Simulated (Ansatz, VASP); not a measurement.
## AlN: VASP beside Ansatz

INCAR

```
SYSTEM = AlN
  PREC = Accurate
  ENCUT = 600
  EDIFF = 1E-6
  ISMEAR = 0
  SIGMA = 0.02
  LREAL = .False.
  LASPH = .True.
  NELM = 120
  ALGO = Normal
  ISIF = 2
  LWAVE = .False.
  LCHARG = .True.
  GGA = PS
  LELF = .True.
  LVHAR = .True.
  NBANDS = 11
  GGA_COMPAT = .False.
```

KPOINTS

```
regular mesh
0
Gamma
  10 10 10
  0 0 0
```

POSCAR

```
AlN
1.0
    0.0000000000      2.0426482575      2.0426482575
    2.0426482575      0.0000000000      2.0426482575
    2.0426482575      2.0426482575      0.0000000000
Al N
1 1
Direct
    0.5000000000      0.5000000000      0.5000000000
    0.0000000000      0.0000000000      0.0000000000
```

Input for Ansatz:

```yaml
crystal:
  lattice:
    - [0.0, 2.0426482575, 2.0426482575]
    - [2.0426482575, 0.0, 2.0426482575]
    - [2.0426482575, 2.0426482575, 0.0]
  atoms:
    - { symbol: Al, position: [0.5, 0.5, 0.5] }
    - { symbol: "N", position: [0.0, 0.0, 0.0] }
basis:
  ecutwfc: 420
kpoints:
  mp_grid: { grid: [10, 10, 10] }
hamiltonian:
  xc: pbesol
  pseudopotentials: { kind: paw }
scf:
  occupations: { method: gaussian, width: 0.02 }
output:
  forces: true
  stress: true
  eigenvalues: true
```

Alike in both runs: task single point; functional PBEsol; k mesh 10 × 10 × 10; occupations gaussian, width 0.02 eV; no spin polarisation.

|  | VASP | Ansatz |
| --- | --- | --- |
| version | VASP 6.6.1 | Ansatz 0.2.0 |
| potentials or method | VASP PAW PBE potentials, release 64 (Al, N), cutoff 600 eV | scalar-relativistic, plane waves, PAW |
| valence electrons in the cell | 8 | 8 |

|  | VASP | Ansatz | Ansatz less VASP |
| --- | --- | --- | --- |
| gap on the k mesh at the Fermi level (eV) | 4.26 | 4.27 | +0.004 |
| least direct gap on the mesh (eV) | 5.23 | 5.21 | -0.019 |
| pressure (GPa) | -7.6 | -7.3 | +0.25 |

VASP's potentials were made for PBE, not for PBEsol. The functional is the same, so the differences come from potentials, cutoffs and numerics.
